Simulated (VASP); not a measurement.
# Zr (P6_3/mmc) in VASP: a series of runs, part 2 of 2

VASP 6.6.1.

### Step 4. Single point, r2SCAN

The input, POSCAR:

```
Zr
1.0
    3.1854878324      0.0000000000      0.0000000000
   -1.5927439162      2.7587133863      0.0000000000
    0.0000000000      0.0000000000      5.0794820601
Zr
2
Direct
    0.3333333333      0.6666666667      0.2500000000
    0.6666666667      0.3333333333      0.7500000000
```

The input, INCAR.step1:

```
SYSTEM = Zr
  PREC = Accurate
  ENCUT = 520
  ISMEAR = -1
  SIGMA = 0.1
  LREAL = .False.
  LASPH = .True.
  NELM = 80
  NBANDS = 19
  GGA = PE
  ALGO = Normal
  EDIFF = 1E-4
  LWAVE = .True.
  LCHARG = .False.
```

The input, INCAR.step2:

```
SYSTEM = Zr
  PREC = Accurate
  ENCUT = 520
  EDIFF = 1E-7
  ISMEAR = -1
  SIGMA = 0.1
  LREAL = .False.
  LASPH = .True.
  NELM = 80
  ALGO = Normal
  ISIF = 2
  LWAVE = .False.
  LCHARG = .False.
  METAGGA = R2SCAN
  LMIXTAU = .True.
  NBANDS = 19
  ISTART = 1
```

The input, KPOINTS:

```
regular mesh
0
Gamma
  15 15 8
  0 0 0
```

Launch:

```console
$ cat potpaw_PBE.64/Zr_sv/POTCAR > POTCAR
$ cp INCAR.step1 INCAR
$ mpirun -np 1 vasp_std > vasp.out
$ cp INCAR.step2 INCAR
$ mpirun -np 1 vasp_std > vasp.out
```

Wall time 2.5 min (1 thread of Intel Xeon 6975P-C (Granite Rapids), shared host); peak memory 0.23 GiB.

It converged, with:

```yaml
Free_energy: -45.4911 eV
Pressure: 5.3 GPa
Band_gap_on_the_k_mesh: zero (bands 12 and 13 overlap by 1.32 eV)
```

Levels at points of the mesh, in eV from the Fermi level:
```tsv
k point	band 8	band 9	band 10	band 11	band 12	band 13	band 14	band 15	band 16	band 17
(0.00, 0.00, 0.00)	-27.18	-6.06	-3.30	1.00	1.00	1.17	1.22	1.79	1.79	2.50
(0.00, 0.00, 0.50)	-27.26	-4.21	-4.21	0.03	0.03	0.92	0.92	0.92	0.92	4.46
```

Caveat: the cell stands under pressure; the PAW data sets were made with another functional, which shifts forces and pressure a little.

### Step 5. Relaxation of cell and atoms, r2SCAN, target pressure 5.34 GPa, at which the enthalpy is minimised

This run uses another cell than the first one, of 23.28 Å³/atom.

The input, POSCAR:

```
Zr
1.0
    3.2320000000      0.0000000000      0.0000000000
   -1.6160000000      2.7989941050      0.0000000000
    0.0000000000      0.0000000000      5.1470000000
Zr
2
Direct
    0.3333333333      0.6666666667      0.2500000000
    0.6666666667      0.3333333333      0.7500000000
```

The input, INCAR.step1:

```
SYSTEM = Zr
PREC = Accurate
ENCUT = 600
ISMEAR = 0
SIGMA = 0.1
LREAL = .False.
LASPH = .True.
NELM = 100
GGA = PE
ALGO = Normal
EDIFF = 1E-4
LWAVE = .True.
LCHARG = .False.
```

The input, INCAR.step2:

```
SYSTEM = Zr
PREC = Accurate
ENCUT = 600
EDIFF = 1E-6
ISMEAR = 0
SIGMA = 0.1
LREAL = .False.
LASPH = .True.
NELM = 100
ALGO = Normal
ISIF = 3
LWAVE = .False.
LCHARG = .False.
METAGGA = R2SCAN
LMIXTAU = .True.
IBRION = 2
NSW = 80
EDIFFG = -0.05
PSTRESS = 53.4
ISTART = 1
```

The input, KPOINTS:

```
regular mesh
0
Gamma
  9 9 4
  0 0 0
```

Launch:

```console
$ cat potpaw_PBE.64/Zr_sv/POTCAR > POTCAR
$ cp INCAR.step1 INCAR
$ mpirun -np 1 vasp_std > vasp.out
$ cp INCAR.step2 INCAR
$ mpirun -np 1 vasp_std > vasp.out
```

Run time: 3.2 min. Hardware: 1 thread of Intel Xeon 6975P-C (Granite Rapids), shared host; peak memory 0.2 GiB.

The run converged. Its results:

* Free energy: -45.4804 eV
* Relaxed volume: 22.36 Å³/atom
* Relaxed cell: a = 3.192 Å, b = 3.192 Å, c = 5.068 Å, α = 90.00°, β = 90.00°, γ = 120.00°
* Space group after relaxing (to 0.1 Å): P6_3/mmc (No. 194)
* Energy change on relaxing (the run minimises the enthalpy): +17.3 meV/atom
* Ionic steps: 3
* Pressure after relaxing: 5.3 GPa
* Band gap on the k mesh: zero (bands 12 and 13 overlap by 1.06 eV)

Stress tensor (GPa, compression positive):
```
5.42 0.00 0.00
0.00 5.42 0.00
0.00 0.00 5.04
```

The path:
| step | energy change (eV) | largest force (eV/Å) | pressure (GPa) | volume (Å³) |
| --- | --- | --- | --- | --- |
| 1 | 0.0000 | 0.0000 | 0.94 | 46.56 |
| 2 | 0.1597 | 0.0000 | 12.05 | 42.38 |
| 3 | 0.0346 | 0.0000 | 5.29 | 44.73 |

Final structure:
```xyz
2
Lattice="3.1924 0.0000 0.0000 -1.5962 2.7647 0.0000 0.0000 0.0000 5.0676" Properties=species:S:1:pos:R:3 pbc="T T T"
Zr    0.0000    1.8431    1.2669
Zr    1.5962    0.9216    3.8007
```

Levels at points of the mesh, in eV from the Fermi level:
```csv
k point,band 8,band 9,band 10,band 11,band 12,band 13,band 14,band 15,band 16
"(0.00, 0.00, 0.00)",-27.21,-6.07,-3.32,0.98,0.98,1.19,1.25,1.77,1.77
"(0.00, 0.00, 0.50)",-27.30,-4.21,-4.21,0.03,0.03,0.89,0.89,0.89,0.89
```

Caveat: the cell is relaxed towards a set pressure, so the run minimises the enthalpy, not the energy; the PAW data sets were made with another functional, which shifts forces and pressure a little.

### Step 6. Relaxation of shape and atoms at fixed volume, r2SCAN (22.09 Å³/atom)

This run uses another cell than the first one, of 22.09 Å³/atom.

The input, POSCAR:

```
Zr
1.0
    3.1778807785      0.0000000000      0.0000000000
   -1.5889403893      2.7521254844      0.0000000000
    0.0000000000      0.0000000000      5.0518974481
Zr
2
Direct
    0.3333333333      0.6666666667      0.2500000000
    0.6666666667      0.3333333333      0.7500000000
```

The input, INCAR.step1:

```
ALGO     = Normal         # electronic algorithm
EDIFF    = 1E-4           # SCF threshold, eV
ENCUT    = 600            # plane-wave cutoff, eV
GGA      = PE             # functional
ISMEAR   = 0              # smearing method
LASPH    = True           # aspherical terms in the spheres
LCHARG   = False          # write CHGCAR
LREAL    = False          # projectors in reciprocal space
LWAVE    = True           # write WAVECAR
NELM     = 80             # most SCF steps
PREC     = Accurate       # precision mode
SIGMA    = 0.1            # smearing width, eV
```

The input, INCAR.step2:

```
ALGO     = Normal         # electronic algorithm
EDIFF    = 1E-6           # SCF threshold, eV
EDIFFG   = -0.01          # ionic threshold
ENCUT    = 600            # plane-wave cutoff, eV
IBRION   = 2              # ionic algorithm
ISIF     = 4              # what is computed and relaxed
ISMEAR   = 0              # smearing method
ISTART   = 1            
LASPH    = True           # aspherical terms in the spheres
LCHARG   = False          # write CHGCAR
LMIXTAU  = True         
LREAL    = False          # projectors in reciprocal space
LWAVE    = False          # write WAVECAR
METAGGA  = R2SCAN         # meta-GGA
NELM     = 80             # most SCF steps
NSW      = 50             # ionic steps
PREC     = Accurate       # precision mode
SIGMA    = 0.1            # smearing width, eV
```

The input, KPOINTS:

```
k-points
0
Gamma
  15 15 8
```

Potentials or basis: VASP PAW PBE potentials, release 64 (Zr_sv).

Launch:

```console
$ cat potpaw_PBE.64/Zr_sv/POTCAR > POTCAR
$ cp INCAR.step1 INCAR
$ mpirun -np 1 vasp_std > vasp.out
$ cp INCAR.step2 INCAR
$ mpirun -np 1 vasp_std > vasp.out
```

OUTCAR:

```text
EDIFF = 1E-6
   EDIFFG = -0.01
   ENCUT = 600
   IBRION = 2
   ISIF = 4
   ISMEAR = 0
   ISTART = 1
   LASPH = True
   LREAL = False
   METAGGA = R2SCAN
   NELM = 80
   NSW = 50
   PREC = Accurate

 ion  position               nearest neighbor table
   1  0.333  0.667  0.250-   2 3.12   2 3.12   2 3.12   2 3.12   2 3.12   2 3.12
   2  0.667  0.333  0.750-   1 3.12   1 3.12   1 3.12   1 3.12   1 3.12   1 3.12

  LATTYP: Found a hexagonal cell.
 ALAT       =     3.1778807785
 C/A-ratio  =     1.5897064114

  Lattice vectors:

 A1 = (   3.1778807785,   0.0000000000,   0.0000000000)
 A2 = (  -1.5889403893,   2.7521254844,   0.0000000000)
 A3 = (   0.0000000000,   0.0000000000,   5.0518974481)

Analysis of symmetry for initial positions (statically):
=====================================================================
 Subroutine PRICEL returns:
 Original cell was already a primitive cell.

 Routine SETGRP: Setting up the symmetry group for a
 hexagonal supercell.

 Subroutine GETGRP returns: Found 24 space group operations
 (whereof 12 operations were pure point group operations)
 out of a pool of 24 trial point group operations.

The static configuration has the point symmetry D_3d.
 The point group associated with its full space group is D_6h.

Analysis of symmetry for dynamics (positions and initial velocities):
=====================================================================
 Subroutine PRICEL returns:
 Original cell was already a primitive cell.

 Routine SETGRP: Setting up the symmetry group for a
 hexagonal supercell.

 Subroutine GETGRP returns: Found 24 space group operations
 (whereof 12 operations were pure point group operations)
 out of a pool of 24 trial point group operations.

The dynamic configuration has the point symmetry D_3d.
 The point group associated with its full space group is D_6h.

 Subroutine INISYM returns: Found 24 space group operations
 (whereof 12 operations are pure point group operations),
 and found     1 'primitive' translations

----------------------------------------------------------------------------------------

                                     Primitive cell

  volume of cell :      44.1835

  direct lattice vectors                    reciprocal lattice vectors
     3.177880779  0.000000000  0.000000000     0.314675115  0.181677762  0.000000000
    -1.588940389  2.752125484  0.000000000     0.000000000  0.363355525  0.000000000
     0.000000000  0.000000000  5.051897448     0.000000000  0.000000000  0.197945427

  length of vectors
     3.177880779  3.177880779  5.051897448     0.363355525  0.363355525  0.197945427

  position of ions in fractional coordinates (direct lattice)
     0.333333333  0.666666667  0.250000000
     0.666666667  0.333333333  0.750000000

  ion indices of the primitive-cell ions
   primitive index   ion index
                 1           1
                 2           2
[... 102 lines left out ...]
   LRPA    =     F    only Hartree local field effects (RPA)
 conjugate gradient relaxation of ions
 non-spin polarized calculation
 Gauss-broadening in eV      SIGMA  =   0.10
  energy-cutoff  :      600.00
  volume of cell :       44.18
 maximum number of plane-waves:      1496
 NGX is ok and might be reduce to    28
   NGX = 13   NGY = 13   NGZ = 21

--------------------------------------- Ionic step        1  -------------------------------------------

 number of electron      24.0000000 magnetization

 Free energy of the ion-electron system (eV)
  ---------------------------------------------------
  ext. energy  EPLUGINS =         0.00000000
  ---------------------------------------------------
  free energy    TOTEN  =       -45.44738312 eV

  energy without entropy =      -45.43943734  energy(sigma->0) =      -45.44341023

------------------------ aborting loop because EDIFF is reached ----------------------------------------

  FORCE on cell =-STRESS in cart. coord.  units (eV):
  Direction    XX          YY          ZZ          XY          YZ          ZX
  --------------------------------------------------------------------------------------
  -------------------------------------------------------------------------------------
  Total        1.7640330      1.7640330      1.8308600     -0.0000000      0.0000000      0.0000000
  in kB       63.9671382     63.9671382     66.3904100     -0.0000000      0.0000000      0.0000000
  external PRESSURE =      64.7748955 kB  Pullay stress =       0.0000000 kB

 VOLUME and BASIS-vectors are now :
 -----------------------------------------------------------------------------
  energy-cutoff  :      600.00
  volume of cell :       44.18
      direct lattice vectors                 reciprocal lattice vectors
     3.177880779  0.000000000  0.000000000     0.314675115  0.181677762  0.000000000
    -1.588940389  2.752125484  0.000000000     0.000000000  0.363355525  0.000000000
     0.000000000  0.000000000  5.051897448     0.000000000  0.000000000  0.197945427

 POSITION                                       TOTAL-FORCE (eV/Angst)
 -----------------------------------------------------------------------------------
     -0.00000      1.83475      1.26297        -0.000000     -0.000000      0.000000
      1.58894      0.91738      3.78892         0.000000      0.000000      0.000000
 -----------------------------------------------------------------------------------
    total drift:                               -0.000000      0.000000     -0.000000

  FREE ENERGIE OF THE ION-ELECTRON SYSTEM (eV)
  ---------------------------------------------------
  free  energy   TOTEN  =       -45.4473831168 eV

  energy  without entropy=      -45.4394373364  energy(sigma->0) =      -45.44341023

--------------------------------------- Ionic step        2  -------------------------------------------

 number of electron      24.0000000 magnetization

 Free energy of the ion-electron system (eV)
  ---------------------------------------------------
  ext. energy  EPLUGINS =         0.00000000
  ---------------------------------------------------
  free energy    TOTEN  =       -45.44742413 eV

  energy without entropy =      -45.43945836  energy(sigma->0) =      -45.44344124

 E-fermi :   9.6690     XC(G=0): -12.2150

 val. band max:        9.6678537231   @ k =   0.0000   0.0000   0.3750
 cond. band min:       9.6749138214   @ k =   0.4000   0.2000   0.2500
 fundamental gap:      0.0070600983
 Fermi energy:         9.6689786769

 k-point     1 :       0.0000    0.0000    0.0000
  band No.  band energies     occupation
      1     -40.8131      2.00000
      2     -40.6061      2.00000
      3     -18.7803      2.00000
      4     -17.6963      2.00000
      5     -17.6963      2.00000
      6     -17.5309      2.00000
[... 433 lines left out ...]
      3     -18.4764      2.00000
      4     -18.2687      2.00000
      5     -18.1545      2.00000
      6     -18.1165      2.00000
[... 8 lines left out ...]
     15      11.5166      0.00000
     16      14.3447      0.00000

 [... further k-points ...]

------------------------ aborting loop because EDIFF is reached ----------------------------------------

  FORCE on cell =-STRESS in cart. coord.  units (eV):
  Direction    XX          YY          ZZ          XY          YZ          ZX
  --------------------------------------------------------------------------------------
  -------------------------------------------------------------------------------------
  Total        1.7842181      1.7842181      1.7995309     -0.0000000      0.0000000      0.0000000
  in kB       64.6990904     64.6990904     65.2543603     -0.0000000      0.0000000      0.0000000
  external PRESSURE =      64.8841803 kB  Pullay stress =       0.0000000 kB

 VOLUME and BASIS-vectors are now :
 -----------------------------------------------------------------------------
  energy-cutoff  :      600.00
  volume of cell :       44.18
      direct lattice vectors                 reciprocal lattice vectors
     3.176174161 -0.000000000  0.000000000     0.314844196  0.181775381  0.000000000
    -1.588087080  2.750647510  0.000000000     0.000000000  0.363550763  0.000000000
     0.000000000  0.000000000  5.057327864     0.000000000  0.000000000  0.197732879

 POSITION                                       TOTAL-FORCE (eV/Angst)
 -----------------------------------------------------------------------------------
     -0.00000      1.83377      1.26433         0.000000     -0.000000      0.000000
      1.58809      0.91688      3.79300        -0.000000      0.000000      0.000000
 -----------------------------------------------------------------------------------
    total drift:                               -0.000000      0.000000     -0.000000

  FREE ENERGIE OF THE ION-ELECTRON SYSTEM (eV)
  ---------------------------------------------------
  free  energy   TOTEN  =       -45.4474241291 eV

  energy  without entropy=      -45.4394583587  energy(sigma->0) =      -45.44344124

 reached required accuracy - stopping structural energy minimisation
```

Wall time 8.9 min (1 thread of Intel Xeon 6975P-C (Granite Rapids), shared host); peak memory 0.25 GiB.

What came out:

```
Free energy               : -45.4474 eV
Energy gained by relaxing : 0.0 meV/atom
Ionic steps               : 2
Pressure after relaxing   : 6.5 GPa
Band gap on the k mesh    : zero (bands 12 and 13 overlap by 1.32 eV)
```

Final structure:
```cif
data_structure
_symmetry_space_group_name_H-M 'P 1'
_symmetry_Int_Tables_number 1
_cell_length_a 3.1762
_cell_length_b 3.1762
_cell_length_c 5.0573
_cell_angle_alpha 90.000
_cell_angle_beta 90.000
_cell_angle_gamma 120.000
_cell_volume 44.18
loop_
_atom_site_label
_atom_site_type_symbol
_atom_site_fract_x
_atom_site_fract_y
_atom_site_fract_z
_atom_site_occupancy
Zr1 Zr 0.33333 0.66667 0.25000 1
Zr2 Zr 0.66667 0.33333 0.75000 1
```

Caveat: the PAW data sets were made with another functional, which shifts forces and pressure a little.

### Step 7. Summary

```csv
task,cell,k mesh,cutoff (eV),smearing,gap on the mesh (eV),pressure (GPa)
single point,"a = 3.195, b = 3.195, c = 5.059 Å, angles 90.0, 90.0, 120.0°, 2 atoms",9 × 9 × 4,520,gaussian 0.1 eV,none,5.4
single point,"a = 3.185, b = 3.185, c = 5.079 Å, angles 90.0, 90.0, 120.0°, 2 atoms",15 × 15 × 8,520,fermi-dirac 0.1 eV,none,5.3
relaxation of cell and atoms,"relaxed to 5.34 GPa from a = 3.232, b = 3.232, c = 5.147 Å, angles 90.0, 90.0, 120.0°, 2 atoms",9 × 9 × 4,600,gaussian 0.1 eV,none,5.3
relaxation of shape and atoms at fixed volume,"relaxed from a = 3.178, b = 3.178, c = 5.052 Å, angles 90.0, 90.0, 120.0°, 2 atoms",15 × 15 × 8,600,gaussian 0.1 eV,none,6.5
```

Alike in all rows: level r2SCAN; potentials or basis VASP PAW PBE potentials, release 64 (Zr_sv); no spin polarisation.

Caveats: the PAW data sets were made with another functional, which shifts forces and pressure a little; the cell stands under pressure (at least some runs); the cell is relaxed towards a set pressure, so the run minimises the enthalpy, not the energy (at least some runs).

Absolute energies hang on the potentials; compare differences alone.
